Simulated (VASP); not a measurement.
Input of a VASP 6.6.1 run:

INCAR

```
PREC = Accurate
ENCUT = 520
EDIFF = 1E-6
ISMEAR = 0
SIGMA = 0.05
LREAL = F
LASPH = T
NELM = 100
ALGO = Normal
ISIF = 2
LWAVE = F
LCHARG = F
GGA = PE
NBANDS = 10
```

KPOINTS

```
Automatic mesh
0
Gamma
  9 9 6
```

POSCAR

```
H
1.0
    3.5185591570      0.0000000000      0.0000000000
   -1.7592795785      3.0471616147      0.0000000000
    0.0000000000      0.0000000000      6.0112724912
H
4
Direct
    0.3333333333      0.6666666667      0.1764958800
    0.6666666667      0.3333333333      0.6764958800
    0.6666666667      0.3333333333      0.8235041200
    0.3333333333      0.6666666667      0.3235041200
```

Potentials or basis: VASP PAW PBE potentials, release 64 (H).

Launch:

```sh
$ cat potpaw_PBE.64/H/POTCAR > POTCAR
$ mpirun -np 1 vasp_std > vasp.out
```

Problem. What does it give for the pressure?

Solution. -4.6 GPa.

Problem. Estimate the largest force.

Solution. 3.077 eV/Å.

Problem. Predict the band gap on the k mesh.

Solution. 7.11 eV, indirect (least direct gap 7.35 eV).

Stress tensor (GPa, compression positive):
```
  0.01   0.00   0.00
  0.00   0.01   0.00
  0.00   0.00 -13.71
```

Caveat: forces of over 1 eV/Å act on the atoms, so gaps and moduli don't describe the material at rest. A k mesh can miss the band edges.
